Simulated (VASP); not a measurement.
Here is a VASP 6.6.1 calculation.

Contents of POSCAR:

```
Hf
1.0
    3.1957332673      0.0000000000      0.0000000000
   -1.5978666336      2.7675861932      0.0000000000
    0.0000000000      0.0000000000      5.0562704412
Hf
2
Direct
    0.3333333333      0.6666666667      0.2500000000
    0.6666666667      0.3333333333      0.7500000000
```

File INCAR.step1:

```
SYSTEM = Hf
PREC = Accurate
ENCUT = 520
ISMEAR = -1
SIGMA = 0.1
LREAL = .FALSE.
LASPH = .TRUE.
NELM = 60
NBANDS = 17
GGA = PE
ALGO = Normal
EDIFF = 1E-4
LWAVE = .TRUE.
LCHARG = .FALSE.
```

Contents of INCAR.step2:

```
SYSTEM = Hf
PREC = Accurate
ENCUT = 520
EDIFF = 1E-6
ISMEAR = -1
SIGMA = 0.1
LREAL = .FALSE.
LASPH = .TRUE.
NELM = 60
ALGO = Normal
ISIF = 2
LWAVE = .FALSE.
LCHARG = .FALSE.
METAGGA = R2SCAN
LMIXTAU = .TRUE.
NBANDS = 17
ISTART = 1
```

KPOINTS

```
Automatic mesh
0
G
  8 8 5
  0 0 0
```

Potentials or basis: VASP PAW PBE potentials, release 64 (Hf_pv).

The run is started by

```console
$ cat potpaw_PBE.64/Hf_pv/POTCAR > POTCAR
$ cp INCAR.step1 INCAR
$ mpirun -np 1 vasp_std > vasp.out
$ cp INCAR.step2 INCAR
$ mpirun -np 1 vasp_std > vasp.out
```

Q: What does it give for the pressure?

A: -0.6 GPa.

Q: Estimate the band gap on the k mesh.

A: Zero (bands 10 and 11 overlap by 1.61 eV).

Stress tensor (GPa, compression positive):
```
-0.37  0.00  0.00
 0.00 -0.37  0.00
 0.00  0.00 -1.02
```

Caveat: the PAW data sets were made with another functional, which shifts forces and pressure a little; spin-orbit coupling is left out, which moves the levels of the heavy elements.
